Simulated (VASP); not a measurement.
# Ba in VASP: settings compared

Aim: see how the results for Ba move with the level of theory and the settings. Levels: SCAN, r2SCAN. Tasks: relaxation of cell and atoms, single point.

All numbers are computed with VASP 6.6.1; they aren't measurements. Logs are shortened: lines on timing, memory, paths and dates and some standing lists are left out, and cuts for length are marked.

## (1) The cell of the first run

Symmetry: Im-3m, No. 229, cubic system. Conventional cell: a = 4.928 Å, b = 4.928 Å, c = 4.928 Å, α = 90.00°, β = 90.00°, γ = 90.00°. Within 5.6 Å of Ba (site symmetry m-3m) lie 14 Ba at 4.27 to 4.93 Å.

## (2) Relaxation of cell and atoms, SCAN (59.84 Å³/atom)

Input file POSCAR:

```
Ba
1.0
   -2.4640087405      2.4640087405      2.4640087405
    2.4640087405     -2.4640087405      2.4640087405
    2.4640087405      2.4640087405     -2.4640087405
Ba
1
Direct
    0.0000000000      0.0000000000      0.0000000000
```

Input file INCAR.step1:

```
SYSTEM = Ba
METAGGA = SCAN
ISMEAR = -1
SIGMA = 0.02
LWAVE = .False.
LCHARG = .False.
NSW = 80
PREC = Accurate
LASPH = .True.
LREAL = .False.
ALGO = Normal
EDIFF = 1E-7
NELM = 120
GGA_COMPAT = .False.
IBRION = 2
ISIF = 3
EDIFFG = -0.002
NELMIN = 4
ENCUT = 650
LMIXTAU = .True.
KPAR = 4
POTIM = 0.5
```

Input file INCAR.step4:

```
SYSTEM = Ba
METAGGA = SCAN
ISMEAR = -1
SIGMA = 0.02
LWAVE = .False.
LCHARG = .False.
PREC = Accurate
LASPH = .True.
LREAL = .False.
ALGO = Normal
EDIFF = 1E-7
NELM = 120
GGA_COMPAT = .False.
ISIF = 2
ENCUT = 650
LMIXTAU = .True.
KPAR = 4
```

Input file KPOINTS:

```
Automatic mesh
0
Gamma
  11 11 11
  0 0 0
```

Potentials or basis: VASP PAW PBE potentials, release 64 (Ba_sv).

The run is started by

```console
$ cat potpaw_PBE.64/Ba_sv/POTCAR > POTCAR
$ cp INCAR.step1 INCAR
$ cp POSCAR.step1 POSCAR
$ mpirun -np 4 vasp_std > vasp.out
$ cp CONTCAR POSCAR
$ mpirun -np 4 vasp_std > vasp.out
$ cp CONTCAR POSCAR
$ mpirun -np 4 vasp_std > vasp.out
$ cp CONTCAR POSCAR
$ cp INCAR.step4 INCAR
$ mpirun -np 4 vasp_std > vasp.out
```

OUTCAR:

```text
SYSTEM = Ba
   METAGGA = SCAN
   ISMEAR = -1
   PREC = Accurate
   LASPH = .True.
   LREAL = .False.
   EDIFF = 1E-7
   NELM = 120
   ISIF = 2
   ENCUT = 650

 ion  position               nearest neighbor table
   1  0.000  0.000  0.000-

  LATTYP: Found a body centered cubic cell.
 ALAT       =     5.0392833117

  Lattice vectors:

 A1 = (  -2.5196416559,   2.5196416559,   2.5196416559)
 A2 = (   2.5196416559,  -2.5196416559,   2.5196416559)
 A3 = (   2.5196416559,   2.5196416559,  -2.5196416559)

Analysis of symmetry for initial positions (statically):
=====================================================================
 Subroutine PRICEL returns:
 Original cell was already a primitive cell.

 Routine SETGRP: Setting up the symmetry group for a
 body centered cubic supercell.

 Subroutine GETGRP returns: Found 48 space group operations
 (whereof 48 operations were pure point group operations)
 out of a pool of 48 trial point group operations.

The static configuration has the point symmetry O_h .

Analysis of symmetry for dynamics (positions and initial velocities):
=====================================================================
 Subroutine PRICEL returns:
 Original cell was already a primitive cell.

 Routine SETGRP: Setting up the symmetry group for a
 body centered cubic supercell.

 Subroutine GETGRP returns: Found 48 space group operations
 (whereof 48 operations were pure point group operations)
 out of a pool of 48 trial point group operations.

The dynamic configuration has the point symmetry O_h .

 Subroutine INISYM returns: Found 48 space group operations
 (whereof 48 operations are pure point group operations),
 and found     1 'primitive' translations

----------------------------------------------------------------------------------------

                                     Primitive cell

  volume of cell :      63.9847

  direct lattice vectors                    reciprocal lattice vectors
    -2.519641656  2.519641656  2.519641656     0.000000000  0.198440917  0.198440917
     2.519641656 -2.519641656  2.519641656     0.198440917  0.000000000  0.198440917
     2.519641656  2.519641656 -2.519641656     0.198440917  0.198440917  0.000000000

  length of vectors
     4.364147365  4.364147365  4.364147365     0.280637836  0.280637836  0.280637836

  position of ions in fractional coordinates (direct lattice)
     0.000000000  0.000000000  0.000000000

  ion indices of the primitive-cell ions
   primitive index   ion index
                 1           1

----------------------------------------------------------------------------------------

 KPOINTS: Automatic mesh

Automatic generation of k-mesh.
 Grid dimensions read from file:
 generate k-points for:   11   11   11

 Generating k-lattice:

  Cartesian coordinates                     Fractional coordinates (reciprocal lattice)
     0.000000000  0.018040083  0.018040083     0.090909091  0.000000000  0.000000000
     0.018040083  0.000000000  0.018040083     0.000000000  0.090909091  0.000000000
     0.018040083  0.018040083  0.000000000     0.000000000  0.000000000  0.090909091

  Length of vectors
     0.025512531  0.025512531  0.025512531

  Shift w.r.t. Gamma in fractional coordinates (k-lattice)
     0.000000000  0.000000000  0.000000000

 Subroutine IBZKPT returns following result:
 ===========================================

 Found     56 irreducible k-points:

 Following reciprocal coordinates:
            Coordinates               Weight
  0.000000  0.000000  0.000000      1.000000
  0.090909  0.000000  0.000000     12.000000
  0.181818  0.000000  0.000000     12.000000
  0.272727  0.000000  0.000000     12.000000
  0.363636  0.000000  0.000000     12.000000
  0.454545  0.000000  0.000000     12.000000
[... 16 lines left out ...]
  0.272727  0.181818  0.090909     48.000000
  0.363636  0.181818  0.090909     24.000000
 [... further k-points ...]
   k-points           NKPTS =     56   k-points in BZ     NKDIM =     56   number of bands    NBANDS=      9
   number of dos      NEDOS =    301   number of ions     NIONS =      1
   total plane-waves  NPLWV =  46656
   dimension x,y,z NGX =    36 NGY =   36 NGZ =   36
   dimension x,y,z NGXF=    72 NGYF=   72 NGZF=   72
   ions per type =               1
   NGX,Y,Z   is equivalent  to a cutoff of  13.71, 13.71, 13.71 a.u.
   NGXF,Y,Z  is equivalent  to a cutoff of  27.43, 27.43, 27.43 a.u.
 SYSTEM =  Ba
   PREC   = accura    normal or accurate (medium, high low for compatibility)
   ISTART =      0    job   : 0-new  1-cont  2-samecut
   ICHARG =      2    charge: 1-file 2-atom 10-const
   ISPIN  =      1    spin polarized calculation?
   LNONCOLLINEAR =      F non collinear calculations
   LSORBIT =      F    spin-orbit coupling
   LASPH  =      T    aspherical Exc in radial PAW
   ENCUT  =  650.0 eV  47.77 Ry    6.91 a.u.   9.07  9.07  9.07*2*pi/ulx,y,z
   NELM   =    120;   NELMIN=  2; NELMDL=  0     # of ELM steps
   EDIFF  = 0.1E-06   stopping-criterion for ELM
   LREAL  =      F    real-space projection
   EDIFFG = 0.1E-05   stopping-criterion for IOM
   NSW    =      0    number of steps for IOM
   IBRION =     -1    ionic relax: 0-MD 1-quasi-New 2-CG
   NFREE  =      0    steps in history (QN), initial steepest desc. (CG)
   ISIF   =      2    stress and relaxation
   ISYM   =      2    0-nonsym 1-usesym 2-fastsym
   POTIM  = 0.5000    time-step for ionic-motion
   TEBEG  =    0.0;   TEEND  =   0.0 temperature during run

   SCALEE = 1.0000    scale energy and forces
   PSTRESS=    0.0 pullay stress
   NELECT =      10.0000    total number of electrons
   NUPDOWN=      -1.0000    fix difference up-down
   EMIN   =  10.00;   EMAX   =-10.00  energy-range for DOS
   EFERMI =   0.00;   METHOD = LEGACY
   ISMEAR =    -1;   SIGMA  =   0.02  broadening in eV -4-tet -1-fermi 0-gaus
   EFERMI_NEDOS =   21; number of points for ismear=-14 and -15
   IALGO  =     38    algorithm
   IMIX   =      4    mixing-type and parameters
     AMIX     =   0.40;   BMIX     =  1.00
     AMIX_MAG =   1.60;   BMIX_MAG =  1.00
  volume/ion in A,a.u.               =      63.98       431.79
  Fermi-wavevector in a.u.,A,eV,Ry     =   0.881826  1.666409 10.580114  0.777616
  Thomas-Fermi vector in A             =   2.002374
   LORBIT       =      0    0 simple, 1 ext, 2 COOP (PROOUT), +10 PAW based schemes
   METAGGA = SCAN    functional components
   LHFCALC =     F    Hartree Fock is set to
   AEXX    =    0.0000 exact exchange contribution
   IVDW    =     0    specifies the selected vdW correction
   LEPSILON=     F    determine dielectric tensor
   LRPA    =     F    only Hartree local field effects (RPA)

   CSHIFT  =0.1000    complex shift for real part using Kramers Kronig

   OMEGAMAX=  -1.0    maximum frequency
 non-spin polarized calculation
  energy-cutoff  :      650.00
  volume of cell :       63.98
 maximum number of plane-waves:      2434
   NGX = 19   NGY = 19   NGZ = 19

 number of electron      10.0000001 magnetization

 Free energy of the ion-electron system (eV)
  ---------------------------------------------------
  ext. energy  EPLUGINS =         0.00000000
  ---------------------------------------------------
  free energy    TOTEN  =       -39.54654229 eV

  energy without entropy =      -39.54521882  energy(sigma->0) =      -39.54588055

 E-fermi :   1.6622     XC(G=0):  -7.7309

 val. band max:        1.5631129600   @ k =  -0.3636   0.4545   0.2727
 cond. band min:       1.6680755284   @ k =   0.3636   0.2727   0.0000
 fundamental gap:      0.1049625684
 Fermi energy:         1.6622424233

 k-point     1 :       0.0000    0.0000    0.0000
  band No.  band energies     occupation
      1     -28.3130      2.00000
      2     -12.7982      2.00000
      3     -12.7982      2.00000
      4     -12.7982      2.00000
      5      -1.2155      2.00000
      6       3.7350      0.00000
      7       3.7350      0.00000
      8       3.7350      0.00000
      9       5.0957      0.00000

 k-point     2 :       0.0909    0.0000    0.0000
  band No.  band energies     occupation
      1     -28.3096      2.00000
      2     -12.8368      2.00000
      3     -12.8098      2.00000
      4     -12.7984      2.00000
      5      -1.0573      2.00000
      6       3.5955      0.00000
      7       3.6460      0.00000
      8       3.8951      0.00000
      9       4.8853      0.00000

 k-point     3 :       0.1818    0.0000    0.0000
  band No.  band energies     occupation
      1     -28.3005      2.00000
      2     -12.9377      2.00000
      3     -12.8408      2.00000
      4     -12.7990      2.00000
      5      -0.6183      2.00000
      6       3.2740      0.00000
      7       3.2743      0.00000
      8       4.3662      0.00000
      9       4.7631      0.00000

 k-point     4 :       0.2727    0.0000    0.0000
  band No.  band energies     occupation
      1     -28.2884      2.00000
      2     -13.0651      2.00000
      3     -12.8808      2.00000
      4     -12.7997      2.00000
      5      -0.0159      2.00000
      6       2.8183      0.00000
      7       2.9295      0.00000
      8       4.9253      0.00000
      9       5.1175      0.00000
[... 205 lines left out ...]
 k-point    22 :       0.1818    0.1818    0.0909
  band No.  band energies     occupation
      1     -28.2765      2.00000
      2     -13.1486      2.00000
      3     -12.9119      2.00000
      4     -12.8574      2.00000
      5       0.8653      2.00000
      6       2.3452      0.00000
      7       2.4781      0.00000
      8       5.2126      0.00000
      9       5.5159      0.00000

 k-point    23 :       0.2727    0.1818    0.0909
  band No.  band energies     occupation
      1     -28.2701      2.00000
      2     -13.1698      2.00000
      3     -12.9717      2.00000
      4     -12.8683      2.00000
      5       1.3615      2.00000
      6       2.2528      0.00000
      7       2.4093      0.00000
      8       5.3523      0.00000
      9       5.6444      0.00000

 k-point    24 :       0.3636    0.1818    0.0909
  band No.  band energies     occupation
      1     -28.2677      2.00000
      2     -13.1709      2.00000
      3     -13.0018      2.00000
      4     -12.8714      2.00000
      5       1.4858      1.99971
      6       2.2725      0.00000
      7       2.4821      0.00000
      8       5.3656      0.00000
      9       5.7065      0.00000

 [... further k-points ...]

------------------------ aborting loop because EDIFF is reached ----------------------------------------

  FORCE on cell =-STRESS in cart. coord.  units (eV):
  Direction    XX          YY          ZZ          XY          YZ          ZX
  --------------------------------------------------------------------------------------
  -------------------------------------------------------------------------------------
  Total        0.0008855      0.0008855      0.0008855      0.0000000      0.0000000     -0.0000000
  in kB        0.0221722      0.0221722      0.0221722      0.0000000      0.0000000     -0.0000000
  external PRESSURE =       0.0221722 kB  Pullay stress =       0.0000000 kB

 VOLUME and BASIS-vectors are now :
 -----------------------------------------------------------------------------
  energy-cutoff  :      650.00
  volume of cell :       63.98
      direct lattice vectors                 reciprocal lattice vectors
    -2.519641656  2.519641656  2.519641656     0.000000000  0.198440917  0.198440917
     2.519641656 -2.519641656  2.519641656     0.198440917  0.000000000  0.198440917
     2.519641656  2.519641656 -2.519641656     0.198440917  0.198440917  0.000000000

 POSITION                                       TOTAL-FORCE (eV/Angst)
 -----------------------------------------------------------------------------------
      0.00000      0.00000      0.00000         0.000000     -0.000000      0.000000
 -----------------------------------------------------------------------------------
    total drift:                               -0.000000      0.000000      0.000000

  FREE ENERGIE OF THE ION-ELECTRON SYSTEM (eV)
  ---------------------------------------------------
  free  energy   TOTEN  =       -39.5465422894 eV

  energy  without entropy=      -39.5452188177  energy(sigma->0) =      -39.54588055
```

Run time: 18 min. Hardware: 4 MPI ranks of Intel Xeon Platinum 8175M at 2.50GHz (Skylake/Cascade Lake), shared host; peak memory 0.27 GiB.

Results:

```yaml
Free_energy: -39.5465 eV
Relaxed_volume: 63.98 Å³/atom
Relaxed_cell: a = 4.364 Å, b = 4.364 Å, c = 4.364 Å, α = 109.47°, β = 109.47°, γ = 109.47°
Space_group_after_relaxing_to_0.1_Å: Im-3m (No. 229)
Energy_gained_by_relaxing: 10.0 meV/atom
Ionic_steps: 19
Pressure_after_relaxing: 0.0 GPa
Band_gap_on_the_k_mesh: zero (bands 5 and 6 overlap by 0.95 eV)
```

Step by step:
```csv
step,energy change (eV),largest force (eV/Å),pressure (GPa),volume (Å³)
1,0.0000,0.0000,0.70,59.84
2,-0.0071,0.0000,0.30,62.14
3,-0.0087,0.0000,-0.07,64.54
4,-0.0088,0.0000,-0.01,64.05
5,-0.0088,0.0000,0.01,63.97
6,-0.0088,0.0000,0.01,63.97
7,-0.0088,0.0000,0.01,63.97
8,-0.0088,0.0000,0.01,63.97
9,-0.0088,0.0000,0.01,63.97
10,-0.0088,0.0000,0.01,63.97
11,-0.0088,0.0000,0.01,63.97
12,-0.0088,0.0000,0.01,63.97
13,-0.0088,0.0000,0.01,63.97
14,-0.0088,0.0000,0.01,63.97
15,-0.0088,0.0000,0.01,63.97
16,-0.0088,0.0000,0.01,63.98
17,-0.0088,0.0000,0.00,63.98
18,-0.0100,0.0000,0.00,63.98
19,-0.0100,0.0000,0.00,63.98
```

Final structure:
```
CELL_PARAMETERS angstrom
-2.51964 2.51964 2.51964
2.51964 -2.51964 2.51964
2.51964 2.51964 -2.51964
ATOMIC_POSITIONS crystal
Ba 0.00000 0.00000 0.00000
```

Caveat: the PAW data sets were made with another functional, which shifts forces and pressure a little; spin-orbit coupling is left out, which moves the levels of the heavy elements. Zero-point motion and thermal expansion aren't in these numbers.

(Part 1 of 2 ends here.)

The gap in the log of VASP goes by the Fermi energy; the results here count the filled bands.